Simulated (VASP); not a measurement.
# MnS (Fm-3m) in VASP: a series of runs, part 2 of 3

VASP 6.6.1.

**3. Single point, BLYP+D3(BJ), collinear spin, ferromagnetic start (16.95 Å³/atom)**

This run uses another cell than the first one, of 16.95 Å³/atom.

The input, INCAR:

```
PREC = Accurate
ENCUT = 500
EDIFF = 1E-6
ISMEAR = 0
SIGMA = 0.05
LREAL = False
LASPH = True
NELM = 200
ALGO = Normal
ISIF = 2
LWAVE = False
LCHARG = True
ISPIN = 2
MAGMOM = 4.59 0
LORBIT = 11
LMAXMIX = 4
GGA = B5
ALDAX = 1.0
AGGAX = 1.0
AGGAC = 1.0
ALDAC = 0.0
IVDW = 12
VDW_S6 = 1.0
VDW_S8 = 2.6996
VDW_A1 = 0.4298
VDW_A2 = 4.2359
LELF = True
LVHAR = True
NBANDS = 20
GGA_COMPAT = False
```

The input, KPOINTS:

```
Automatic mesh
0
Gamma
  8 8 8
```

The input, POSCAR:

```
MnS
1.0
    0.0000000000      2.5688768839      2.5688768839
    2.5688768839      0.0000000000      2.5688768839
    2.5688768839      2.5688768839      0.0000000000
Mn S
1 1
Direct
    0.0000000000      0.0000000000      0.0000000000
    0.5000000000      0.5000000000      0.5000000000
```

Potentials or basis: VASP PAW PBE potentials, release 64 (Mn_pv, S).

Run with:

```console
$ cat potpaw_PBE.64/Mn_pv/POTCAR potpaw_PBE.64/S/POTCAR > POTCAR
$ mpirun -np 1 vasp_std > vasp.out
```

OUTCAR:

```text
PREC = Accurate
   ENCUT = 500
   EDIFF = 1E-6
   ISMEAR = 0
   LREAL = False
   LASPH = True
   NELM = 200
   ISIF = 2
   ISPIN = 2
   LORBIT = 11
   GGA = B5
   IVDW = 12
 IVDW          = 12

 ion  position               nearest neighbor table
   1  0.000  0.000  0.000-   2 2.57   2 2.57   2 2.57   2 2.57   2 2.57   2 2.57
   2  0.500  0.500  0.500-   1 2.57   1 2.57   1 2.57   1 2.57   1 2.57   1 2.57

  LATTYP: Found a face centered cubic cell.
 ALAT       =     5.1377537678

  Lattice vectors:

 A1 = (   0.0000000000,   2.5688768839,   2.5688768839)
 A2 = (   2.5688768839,   0.0000000000,   2.5688768839)
 A3 = (   2.5688768839,   2.5688768839,   0.0000000000)

Analysis of symmetry for initial positions (statically):
=====================================================================
 Subroutine PRICEL returns:
 Original cell was already a primitive cell.

 Routine SETGRP: Setting up the symmetry group for a
 face centered cubic supercell.

 Subroutine GETGRP returns: Found 48 space group operations
 (whereof 48 operations were pure point group operations)
 out of a pool of 48 trial point group operations.

The static configuration has the point symmetry O_h .

Analysis of symmetry for dynamics (positions and initial velocities):
=====================================================================
 Subroutine PRICEL returns:
 Original cell was already a primitive cell.

 Routine SETGRP: Setting up the symmetry group for a
 face centered cubic supercell.

 Subroutine GETGRP returns: Found 48 space group operations
 (whereof 48 operations were pure point group operations)
 out of a pool of 48 trial point group operations.

The dynamic configuration has the point symmetry O_h .

Analysis of structural, dynamic, and magnetic symmetry:
=====================================================================
 Subroutine PRICEL returns:
 Original cell was already a primitive cell.

 Routine SETGRP: Setting up the symmetry group for a
 face centered cubic supercell.

 Subroutine GETGRP returns: Found 48 space group operations
 (whereof 48 operations were pure point group operations)
 out of a pool of 48 trial point group operations.

The overall configuration has the point symmetry O_h .

 Subroutine INISYM returns: Found 48 space group operations
 (whereof 48 operations are pure point group operations),
 and found     1 'primitive' translations

----------------------------------------------------------------------------------------

                                     Primitive cell

  volume of cell :      33.9047

  direct lattice vectors                    reciprocal lattice vectors
     0.000000000  2.568876884  2.568876884    -0.194637588  0.194637588  0.194637588
     2.568876884  0.000000000  2.568876884     0.194637588 -0.194637588  0.194637588
     2.568876884  2.568876884  0.000000000     0.194637588  0.194637588 -0.194637588

  length of vectors
     3.632940529  3.632940529  3.632940529     0.337122191  0.337122191  0.337122191

  position of ions in fractional coordinates (direct lattice)
     0.000000000  0.000000000  0.000000000
     0.500000000  0.500000000  0.500000000

  ion indices of the primitive-cell ions
   primitive index   ion index
                 1           1
                 2           2
[... 65 lines left out ...]
   ICHARG =      2    charge: 1-file 2-atom 10-const
   ISPIN  =      2    spin polarized calculation?
   LNONCOLLINEAR =      F non collinear calculations
   LSORBIT =      F    spin-orbit coupling
   LASPH  =      T    aspherical Exc in radial PAW
   ENCUT  =  500.0 eV  36.75 Ry    6.06 a.u.   6.62  6.62  6.62*2*pi/ulx,y,z
   NELM   =    200;   NELMIN=  2; NELMDL= -5     # of ELM steps
   EDIFF  = 0.1E-05   stopping-criterion for ELM
   LREAL  =      F    real-space projection
   EDIFFG = 0.1E-04   stopping-criterion for IOM
   NSW    =      0    number of steps for IOM
   IBRION =     -1    ionic relax: 0-MD 1-quasi-New 2-CG
   NFREE  =      0    steps in history (QN), initial steepest desc. (CG)
   ISIF   =      2    stress and relaxation
   ISYM   =      2    0-nonsym 1-usesym 2-fastsym
   POTIM  = 0.5000    time-step for ionic-motion
   TEBEG  =    0.0;   TEEND  =   0.0 temperature during run
   PSTRESS=    0.0 pullay stress
   NELECT =      19.0000    total number of electrons
   NUPDOWN=      -1.0000    fix difference up-down
   EMIN   =  10.00;   EMAX   =-10.00  energy-range for DOS
   EFERMI =   0.00;   METHOD = LEGACY
   ISMEAR =     0;   SIGMA  =   0.05  broadening in eV -4-tet -1-fermi 0-gaus
   EFERMI_NEDOS =   21; number of points for ismear=-14 and -15
   IALGO  =     38    algorithm
   IMIX   =      4    mixing-type and parameters
     AMIX     =   0.40;   BMIX     =  1.00
     AMIX_MAG =   1.60;   BMIX_MAG =  1.00
  volume/ion in A,a.u.               =      16.95       114.40
  Fermi-wavevector in a.u.,A,eV,Ry     =   1.349707  2.550576 24.785845  1.821708
  Thomas-Fermi vector in A             =   2.477271
   LORBIT       =     11    0 simple, 1 ext, 2 COOP (PROOUT), +10 PAW based schemes
   GGA     = B5    functional components
   LHFCALC =     F    Hartree Fock is set to
   AEXX    =    0.0000 exact exchange contribution
   IVDW    =    12    specifies the selected vdW correction
   LEPSILON=     F    determine dielectric tensor
   LRPA    =     F    only Hartree local field effects (RPA)
 spin polarized calculation
 Gauss-broadening in eV      SIGMA  =   0.05
  energy-cutoff  :      500.00
  volume of cell :       33.90
 maximum number of plane-waves:       881
 NGX is ok and might be reduce to    28
   NGX = 13   NGY = 13   NGZ = 13

 number of electron      19.0000001 magnetization       4.5699255

 Free energy of the ion-electron system (eV)
  ---------------------------------------------------
  ext. energy  EPLUGINS =         0.00000000
  ---------------------------------------------------
  free energy    TOTEN  =       -12.51569652 eV

  energy without entropy =      -12.51462781  energy(sigma->0) =      -12.51516216

 E-fermi :   7.4339     XC(G=0): -10.2496

 val. band max:        7.3913955594   @ k =   0.3750   0.1250   0.0000
 cond. band min:       7.4607300576   @ k =   0.2500   0.1250   0.0000
 fundamental gap:      0.0693344982
 Fermi energy:         7.4338746129

 spin component 1

 k-point     1 :       0.0000    0.0000    0.0000
  band No.  band energies     occupation
      1     -42.9004      1.00000
      2     -42.9004      1.00000
      3     -42.9004      1.00000
      4      -7.2974      1.00000
      5       4.2268      1.00000
      6       4.2268      1.00000
[... 541 lines left out ...]
     19      22.5554      0.00000
     20      23.4492      0.00000

 [... further k-points ...]

 spin component 2

 k-point     1 :       0.0000    0.0000    0.0000
  band No.  band energies     occupation
      1     -38.6395      1.00000
      2     -38.6395      1.00000
      3     -38.6395      1.00000
      4      -7.0462      1.00000
      5       5.7608      1.00000
      6       5.7608      1.00000
[... 541 lines left out ...]
     19      23.1167      0.00000
     20      24.0070      0.00000

 [... further k-points ...]

------------------------ aborting loop because EDIFF is reached ----------------------------------------

 Edisp (eV)   -1.89960

 E8    (eV) :    -1.3617

  FORCE on cell =-STRESS in cart. coord.  units (eV):
  Direction    XX          YY          ZZ          XY          YZ          ZX
  --------------------------------------------------------------------------------------
  -------------------------------------------------------------------------------------
  Total      -1.02085    -1.02085    -1.02085    -0.00000     0.00000    -0.00000
  in kB     -48.24037   -48.24037   -48.24037    -0.00000     0.00000    -0.00000
  external pressure =      -48.24 kB  Pullay stress =        0.00 kB

 VOLUME and BASIS-vectors are now :
 -----------------------------------------------------------------------------
  energy-cutoff  :      500.00
  volume of cell :       33.90
      direct lattice vectors                 reciprocal lattice vectors
     0.000000000  2.568876884  2.568876884    -0.194637588  0.194637588  0.194637588
     2.568876884  0.000000000  2.568876884     0.194637588 -0.194637588  0.194637588
     2.568876884  2.568876884  0.000000000     0.194637588  0.194637588 -0.194637588

 POSITION                                       TOTAL-FORCE (eV/Angst)
 -----------------------------------------------------------------------------------
      0.00000      0.00000      0.00000         0.000000      0.000000      0.000000
      2.56888      2.56888      2.56888         0.000000     -0.000000     -0.000000
 -----------------------------------------------------------------------------------
    total drift:                               -0.000000      0.000000      0.000000

  FREE ENERGIE OF THE ION-ELECTRON SYSTEM (eV)
  ---------------------------------------------------
  free  energy   TOTEN  =       -14.4152920671 eV

  energy  without entropy=      -14.4142233568  energy(sigma->0) =      -14.41475771

 total charge

# of ion       s       p       d       tot
------------------------------------------
    1        0.223   6.175   4.992  11.390
    2        1.340   2.438   0.000   3.778
--------------------------------------------------
tot          1.563   8.613   4.992  15.167

 magnetization (x)

# of ion       s       p       d       tot
------------------------------------------
    1        0.046   0.034   4.054   4.133
    2        0.030   0.094   0.000   0.123
--------------------------------------------------
tot          0.075   0.127   4.054   4.257
```

OSZICAR:

```text
N       E                     dE             d eps       ncg     rms          rms(c)
DAV:   1     0.158081334015E+03    0.15808E+03   -0.10029E+04  2336   0.971E+02
DAV:   2    -0.522758271393E+01   -0.16331E+03   -0.15293E+03  2448   0.287E+02
DAV:   3    -0.135977113544E+02   -0.83701E+01   -0.82590E+01  2664   0.703E+01
DAV:   4    -0.136975075299E+02   -0.99796E-01   -0.99726E-01  2636   0.784E+00
DAV:   5    -0.136989323670E+02   -0.14248E-02   -0.14248E-02  2616   0.983E-01    0.116E+01
DAV:   6    -0.125274262730E+02    0.11715E+01   -0.41603E+00  2648   0.250E+01    0.966E+00
DAV:   7    -0.125146851063E+02    0.12741E-01   -0.67220E-01  2532   0.103E+01    0.588E+00
DAV:   8    -0.125170432190E+02   -0.23581E-02   -0.23937E-02  2508   0.134E+00    0.321E+00
DAV:   9    -0.125152022189E+02    0.18410E-02   -0.11229E-02  2528   0.992E-01    0.329E-01
DAV:  10    -0.125155435133E+02   -0.34129E-03   -0.21401E-03  2492   0.417E-01    0.131E-01
DAV:  11    -0.125156309611E+02   -0.87448E-04   -0.40151E-04  2600   0.118E-01    0.979E-02
DAV:  12    -0.125156695979E+02   -0.38637E-04   -0.23927E-05  2492   0.534E-02    0.573E-02
DAV:  13    -0.125156889894E+02   -0.19392E-04   -0.89670E-06  2448   0.235E-02    0.354E-02
DAV:  14    -0.125156961967E+02   -0.72073E-05   -0.70611E-06  2380   0.188E-02    0.542E-03
DAV:  15    -0.125156965169E+02   -0.32019E-06   -0.19686E-07  1464   0.467E-03
   1 F= -.14415292E+02 E0= -.14414758E+02  d E =-.106871E-02  mag=     4.5700
```

It took 97 s on 1 thread of Intel Xeon 8259CL, shared host; peak memory 0.19 GiB.

What came out:

```yaml
Free_energy: -14.4153 eV
Pressure: -4.8 GPa
Net_moment: 4.57 μB per cell
Site_moments: Mn +4.13; S +0.12 μB
Valence_electrons_inside_the_program's_atomic_spheres: Mn 11.39; S 3.78
Dispersion_energy_per_atom: -0.950 eV
```

Caveat: the cell stands under tension; the PAW data sets were made with another functional, which shifts forces and pressure a little; a cell with one magnetic atom can't hold antiferromagnetic order, which such compounds often take; semilocal functionals often make such compounds metallic where correlation or magnetic order opens a gap, which also shifts bond lengths. With open d or f shells a metallic result of BLYP can be an artefact of self-interaction; +U or a hybrid may open a gap.

**4. Single point, PBE+D3(BJ), collinear spin, ferromagnetic start (16.98 Å³/atom)**

This run uses another cell than the first one, of 16.98 Å³/atom.

The input, INCAR:

```
PREC     = Accurate       # precision mode
ENCUT    = 500            # plane-wave cutoff, eV
EDIFF    = 1E-6           # SCF threshold, eV
ISMEAR   = 0              # smearing method
SIGMA    = 0.05           # smearing width, eV
LREAL    = False          # projectors in reciprocal space
LASPH    = True           # aspherical terms in the spheres
NELM     = 200            # most SCF steps
ALGO     = Normal         # electronic algorithm
ISIF     = 2              # what is computed and relaxed
LWAVE    = False          # write WAVECAR
LCHARG   = False          # write CHGCAR
ISPIN    = 2              # spin polarisation
MAGMOM   = 4.63 0         # initial moments
LORBIT   = 11             # projections on sites
LMAXMIX  = 4              # l up to which the mixer works
GGA      = PE             # functional
IVDW     = 12             # dispersion correction
NBANDS   = 20             # bands
GGA_COMPAT= False
```

The input, KPOINTS:

```
regular mesh
0
Gamma
  8 8 8
```

The input, POSCAR:

```
MnS
1.0
    0.0000000000      2.5704828119      2.5704828119
    2.5704828119      0.0000000000      2.5704828119
    2.5704828119      2.5704828119      0.0000000000
Mn S
1 1
Direct
    0.0000000000      0.0000000000      0.0000000000
    0.5000000000      0.5000000000      0.5000000000
```

Run with:

```console
$ cat potpaw_PBE.64/Mn_pv/POTCAR potpaw_PBE.64/S/POTCAR > POTCAR
$ mpirun -np 1 vasp_std > vasp.out
```

It took 86 s on 1 thread of Intel Xeon 8259CL, shared host; peak memory 0.19 GiB.

The run converged. Its results:

* Free energy: -14.9382 eV
* Pressure: -4.5 GPa
* Net moment: 4.65 μB per cell
* Site moments: Mn +4.21; S +0.10 μB
* Valence electrons inside the program's atomic spheres: Mn 11.34; S 3.74
* Dispersion energy per atom: -0.425 eV

Levels at points of the mesh, in eV from the Fermi level:
Spin up:
| k point | band 8 | band 9 | band 10 | band 11 | band 12 | band 13 | band 14 | band 15 | band 16 | band 17 |
| --- | --- | --- | --- | --- | --- | --- | --- | --- | --- | --- |
| (0.00, 0.00, 0.00) | -3.28 | -3.28 | -1.90 | -1.90 | -1.90 | 2.03 | 8.69 | 8.69 | 8.69 | 10.68 |
| (0.50, 0.00, 0.00) | -2.82 | -2.82 | -2.42 | 0.55 | 0.55 | 2.86 | 5.43 | 5.43 | 8.98 | 12.49 |
| (0.50, 0.50, 0.00) | -3.58 | -3.01 | -2.67 | -2.67 | -2.14 | 0.96 | 5.53 | 10.51 | 12.36 | 12.36 |
Spin down:
```
           k point  band 5  band 6  band 7  band 8  band 9  band 10
(0.00, 0.00, 0.00)   -1.68   -1.68   -1.68    0.24    0.24     0.24
(0.50, 0.00, 0.00)   -6.60   -3.49   -3.49    1.27    1.27     1.48
(0.50, 0.50, 0.00)   -5.76   -3.27   -3.27   -0.95    0.75     1.53
```

Caveat: three body term missing; the cell stands under tension; a cell with one magnetic atom can't hold antiferromagnetic order, which such compounds often take; semilocal functionals often make such compounds metallic where correlation or magnetic order opens a gap, which also shifts bond lengths. With open d or f shells a metallic result of PBE can be an artefact of self-interaction; +U or a hybrid may open a gap.

**5. Single point, PBE, collinear spin, ferromagnetic start**

This run uses another cell than the first one, of 17.83 Å³/atom.

The input, INCAR:

```
PREC = Accurate
ENCUT = 500
EDIFF = 1E-6
ISMEAR = 0
SIGMA = 0.05
LREAL = False
LASPH = True
NELM = 200
ALGO = Normal
ISIF = 2
LWAVE = False
LCHARG = False
ISPIN = 2
MAGMOM = 5 0
LORBIT = 11
LMAXMIX = 4
GGA = PE
NBANDS = 20
GGA_COMPAT = False
```

KPOINTS is that of step 4.

The input, POSCAR:

```
MnS
1.0
    0.0000000000      2.6122498864      2.6122498864
    2.6122498864      0.0000000000      2.6122498864
    2.6122498864      2.6122498864      0.0000000000
Mn S
1 1
Direct
    0.0000000000      0.0000000000      0.0000000000
    0.5000000000      0.5000000000      0.5000000000
```

Run with:

```console
$ cat potpaw_PBE.64/Mn_pv/POTCAR potpaw_PBE.64/S/POTCAR > POTCAR
$ mpirun -np 1 vasp_std > vasp.out
```

Run time: 1.9 min. Hardware: 1 thread of Intel Xeon 8259CL, shared host; peak memory 0.18 GiB.

It converged, with:

| Property | Result |
| --- | --- |
| Free energy | -14.0651 eV |
| Pressure | -3.9 GPa |
| Net moment | 4.69 μB per cell |
| Site moments | Mn +4.25; S +0.10 μB |
| Valence electrons inside the program's atomic spheres | Mn 11.30; S 3.72 |

Levels at points of the mesh, in eV from the Fermi level:
Spin up:
```
           k point  band 8  band 9  band 10  band 11  band 12  band 13  band 14  band 15  band 16  band 17
(0.00, 0.00, 0.00)   -3.33   -3.33    -1.93    -1.93    -1.93     1.58     8.52     8.52     8.52    10.55
(0.50, 0.00, 0.00)   -2.92   -2.92    -2.55     0.30     0.30     2.76     5.31     5.31     8.31    12.11
(0.50, 0.50, 0.00)   -3.51   -3.09    -2.79    -2.79    -2.33     0.77     5.40    10.00    11.78    11.78
```
Spin down:
```csv
k point,band 4,band 5,band 6,band 7,band 8,band 9,band 10,band 11
"(0.00, 0.00, 0.00)",-14.31,-1.73,-1.73,-1.73,0.26,0.26,0.26,0.31
"(0.50, 0.00, 0.00)",-13.06,-6.38,-3.39,-3.39,1.21,1.21,1.39,3.07
"(0.50, 0.50, 0.00)",-12.90,-5.58,-3.22,-3.22,-0.83,0.73,1.45,1.45
```

Caveat: the cell stands under tension; a cell with one magnetic atom can't hold antiferromagnetic order, which such compounds often take; semilocal functionals often make such compounds metallic where correlation or magnetic order opens a gap, which also shifts bond lengths.

[end of part 2 of 3]
